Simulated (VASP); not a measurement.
# NaF in VASP: a series of runs, part 2 of 2

VASP 6.6.1.

## Step 4: Single point, r2SCAN (uniaxial z strain -2.3%)

Input file POSCAR:

```
NaF
1.0
    0.0000000000      2.2972497830      2.2448724880
    2.2972497830      0.0000000000      2.2448724880
    2.2972497830      2.2972497830      0.0000000000
Na F
1 1
Direct
    0.0000000000      0.0000000000      0.0000000000
    0.5000000000      0.5000000000      0.5000000000
```

Input file INCAR.step1:

```
PREC     = Accurate       # precision mode
ENCUT    = 520            # plane-wave cutoff, eV
ISMEAR   = 0              # smearing method
SIGMA    = 0.01           # smearing width, eV
LREAL    = F              # projectors in reciprocal space
LASPH    = T              # aspherical terms in the spheres
NELM     = 100            # most SCF steps
NBANDS   = 14             # bands
GGA      = PE             # functional
ALGO     = Normal         # electronic algorithm
EDIFF    = 1E-4           # SCF threshold, eV
LWAVE    = T              # write WAVECAR
LCHARG   = F              # write CHGCAR
```

Input file INCAR.step2:

```
PREC     = Accurate       # precision mode
ENCUT    = 520            # plane-wave cutoff, eV
EDIFF    = 1E-6           # SCF threshold, eV
ISMEAR   = 0              # smearing method
SIGMA    = 0.01           # smearing width, eV
LREAL    = F              # projectors in reciprocal space
LASPH    = T              # aspherical terms in the spheres
NELM     = 100            # most SCF steps
ALGO     = Normal         # electronic algorithm
ISIF     = 2              # what is computed and relaxed
LWAVE    = F              # write WAVECAR
LCHARG   = F              # write CHGCAR
METAGGA  = R2SCAN         # meta-GGA
LMIXTAU  = T            
NBANDS   = 14             # bands
ISTART   = 1
```

Input file KPOINTS:

```
Automatic mesh
0
Gamma
  10 10 10
```

Run with:

```console
$ cat potpaw_PBE.64/Na_pv/POTCAR potpaw_PBE.64/F/POTCAR > POTCAR
$ cp INCAR.step1 INCAR
$ mpirun -np 1 vasp_std > vasp.out
$ cp INCAR.step2 INCAR
$ mpirun -np 1 vasp_std > vasp.out
```

Run time: 40 s. Hardware: 1 thread of Intel Xeon Platinum 8488C (Sapphire Rapids), shared host; peak memory 0.15 GiB.

Results (log left out):

| Quantity | Value |
| --- | --- |
| Free energy | -12.6002 eV |
| Pressure | 0.6 GPa |
| Band gap on the k mesh | 7.45 eV, direct |

Stress tensor (GPa, compression positive):
```
-0.28  0.00  0.00
 0.00 -0.28  0.00
 0.00  0.00  2.49
```

Levels at points of the mesh, in eV from the valence-band top:
```
           k point  band 3  band 4  band 5  band 6  band 7  band 8  band 9  band 10  band 11  band 12
(0.00, 0.00, 0.00)  -19.36  -19.35    0.00    0.00    0.00    7.45   20.09    20.09    20.25    22.91
(0.50, 0.00, 0.00)  -19.36  -18.82   -1.66   -0.30   -0.28   11.95   13.84    21.74    22.20    24.34
(0.50, 0.50, 0.00)  -19.42  -19.42   -1.31   -0.46   -0.46   13.93   14.71    15.40    21.60    21.60
(0.50, 0.00, 0.50)  -19.41  -19.41   -1.36   -0.43   -0.40   14.17   14.39    15.32    21.75    22.00
```

Caveat: the cell differs from its parent crystal (uniaxial z strain -2.3%); the PAW data sets were made with another functional, which shifts forces and pressure a little. A k mesh can miss the band edges.

## Step 5: Single point, r2SCAN (biaxial xy strain +1.2%)

Input file POSCAR:

```
NaF
1.0
    0.0000000000      2.3252762304      2.2972497830
    2.3252762304      0.0000000000      2.2972497830
    2.3252762304      2.3252762304      0.0000000000
Na F
1 1
Direct
    0.0000000000      0.0000000000      0.0000000000
    0.5000000000      0.5000000000      0.5000000000
```

Input file INCAR.step1:

```
ALGO     = Normal         # electronic algorithm
EDIFF    = 1E-4           # SCF threshold, eV
ENCUT    = 520            # plane-wave cutoff, eV
GGA      = PE             # functional
ISMEAR   = 0              # smearing method
LASPH    = True           # aspherical terms in the spheres
LCHARG   = False          # write CHGCAR
LREAL    = False          # projectors in reciprocal space
LWAVE    = True           # write WAVECAR
NBANDS   = 14             # bands
NELM     = 60             # most SCF steps
PREC     = Accurate       # precision mode
SIGMA    = 0.01           # smearing width, eV
```

Input file INCAR.step2:

```
ALGO     = Normal         # electronic algorithm
EDIFF    = 1E-6           # SCF threshold, eV
ENCUT    = 520            # plane-wave cutoff, eV
ISIF     = 2              # what is computed and relaxed
ISMEAR   = 0              # smearing method
ISTART   = 1            
LASPH    = True           # aspherical terms in the spheres
LCHARG   = False          # write CHGCAR
LMIXTAU  = True         
LREAL    = False          # projectors in reciprocal space
LWAVE    = False          # write WAVECAR
METAGGA  = R2SCAN         # meta-GGA
NBANDS   = 14             # bands
NELM     = 60             # most SCF steps
PREC     = Accurate       # precision mode
SIGMA    = 0.01           # smearing width, eV
```

Input file KPOINTS:

```
k-points
0
Gamma
  10 10 10
```

Run with:

```console
$ cat potpaw_PBE.64/Na_pv/POTCAR potpaw_PBE.64/F/POTCAR > POTCAR
$ cp INCAR.step1 INCAR
$ mpirun -np 1 vasp_std > vasp.out
$ cp INCAR.step2 INCAR
$ mpirun -np 1 vasp_std > vasp.out
```

Run time: 48 s. Hardware: 1 thread of Intel Xeon Platinum 8488C (Sapphire Rapids), shared host; peak memory 0.15 GiB.

Results (log left out):

| Property | Result |
| --- | --- |
| Free energy | -12.5979 eV |
| Pressure | -1.8 GPa |
| Band gap on the k mesh | 7.18 eV, direct |

Stress tensor (GPa, compression positive):
```
-2.10  0.00  0.00
 0.00 -2.10  0.00
 0.00  0.00 -1.25
```

Levels at points of the mesh, in eV from the valence-band top:
```
           k point  band 5  band 6  band 7  band 8  band 9  band 10
(0.00, 0.00, 0.00)    0.00    0.00    0.00    7.18   19.77    19.77
(0.50, 0.00, 0.00)   -1.55   -0.27   -0.26   11.64   13.43    21.31
(0.50, 0.50, 0.00)   -1.25   -0.42   -0.42   13.84   14.18    14.89
(0.50, 0.00, 0.50)   -1.27   -0.40   -0.39   13.96   14.02    14.84
```

Caveat: the cell differs from its parent crystal (biaxial xy strain +1.2%); the PAW data sets were made with another functional, which shifts forces and pressure a little.

## Step 6: Single point, r2SCAN (strain along [111] -4.9%)

Input file POSCAR:

```
NaF
1.0
   -0.0747371929      2.2225125901      2.2225125901
    2.2225125901     -0.0747371929      2.2225125901
    2.2225125901      2.2225125901     -0.0747371929
Na F
1 1
Direct
    0.0000000000      0.0000000000      0.0000000000
    0.5000000000      0.5000000000      0.5000000000
```

Input file INCAR.step1:

```
SYSTEM = NaF
  ALGO = Normal
  EDIFF = 1E-4
  ENCUT = 520
  GGA = PE
  ISMEAR = 0
  LASPH = .TRUE.
  LCHARG = .FALSE.
  LREAL = .FALSE.
  LWAVE = .TRUE.
  NBANDS = 14
  NELM = 60
  PREC = Accurate
  SIGMA = 0.01
```

Input file INCAR.step2:

```
SYSTEM = NaF
  ALGO = Normal
  EDIFF = 1E-6
  ENCUT = 520
  ISIF = 2
  ISMEAR = 0
  ISTART = 1
  LASPH = .TRUE.
  LCHARG = .TRUE.
  LELF = .TRUE.
  LMIXTAU = .TRUE.
  LREAL = .FALSE.
  LVHAR = .TRUE.
  LWAVE = .FALSE.
  METAGGA = R2SCAN
  NBANDS = 14
  NELM = 60
  PREC = Accurate
  SIGMA = 0.01
```

Input file KPOINTS:

```
k-points
0
G
  10 10 10
  0 0 0
```

Potentials or basis: VASP PAW PBE potentials, release 64 (Na_pv, F).

Run with:

```console
$ cat potpaw_PBE.64/Na_pv/POTCAR potpaw_PBE.64/F/POTCAR > POTCAR
$ cp INCAR.step1 INCAR
$ mpirun -np 1 vasp_std > vasp.out
$ cp INCAR.step2 INCAR
$ mpirun -np 1 vasp_std > vasp.out
```

Wall time 53 s (1 thread of Intel Xeon Platinum 8488C (Sapphire Rapids), shared host); peak memory 0.15 GiB.

It converged, with:

| Quantity | Value |
| --- | --- |
| Free energy | -12.5899 eV |
| Pressure | 2.2 GPa |
| Band gap on the k mesh | 7.52 eV, direct |

Stress tensor (GPa, compression positive):
```
2.18 0.94 0.94
0.94 2.18 0.94
0.94 0.94 2.18
```

Levels at points of the mesh, in eV from the valence-band top:
```tsv
k point	band 3	band 4	band 5	band 6	band 7	band 8	band 9	band 10	band 11	band 12
(0.00, 0.00, 0.00)	-19.38	-19.38	-0.13	-0.13	0.00	7.52	19.81	19.81	21.16	23.06
(0.50, 0.00, 0.00)	-19.39	-18.82	-1.83	-0.41	-0.31	12.03	13.85	22.02	22.77	24.22
(0.50, 0.50, 0.00)	-19.45	-19.44	-1.47	-0.60	-0.45	14.07	14.64	15.57	21.62	22.54
(0.50, 0.50, 0.50)	-19.40	-18.87	-1.78	-0.49	-0.49	12.05	14.44	21.60	21.60	24.59
```

Caveat: the cell differs from its parent crystal (strain along [111] -4.9%); the PAW data sets were made with another functional, which shifts forces and pressure a little. A k mesh can miss the band edges.

## Step 7: Summary

| level | cell | smearing | gap on the mesh (eV) | pressure (GPa) |
| --- | --- | --- | --- | --- |
| PBE | a = 3.212, b = 3.212, c = 3.249 Å, angles 59.6, 59.6, 60.8°, 2 atoms | fermi-dirac 0.02 eV | 6.57 | 5.1 |
| PBE | a = 3.269, b = 3.269, c = 3.288 Å, angles 59.8, 59.8, 60.4°, 2 atoms | fermi-dirac 0.02 eV | 6.31 | 2.1 |
| r2SCAN | a = 3.212, b = 3.212, c = 3.249 Å, angles 59.6, 59.6, 60.8°, 2 atoms | gaussian 0.01 eV | 7.45 | 0.6 |
| r2SCAN | a = 3.269, b = 3.269, c = 3.288 Å, angles 59.8, 59.8, 60.4°, 2 atoms | gaussian 0.01 eV | 7.18 | -1.8 |
| r2SCAN | a = 3.144 Å, angles 62.2°, 2 atoms | gaussian 0.01 eV | 7.52 | 2.2 |

Alike in all rows: task single point; potentials or basis VASP PAW PBE potentials, release 64 (Na_pv, F); no spin polarisation; k mesh 10 × 10 × 10; cutoff (eV) 520.

Caveats: the PAW data sets were made with another functional, which shifts forces and pressure a little (some runs).

Total energies depend on the potentials used, so only differences within one code and one set of settings carry meaning.
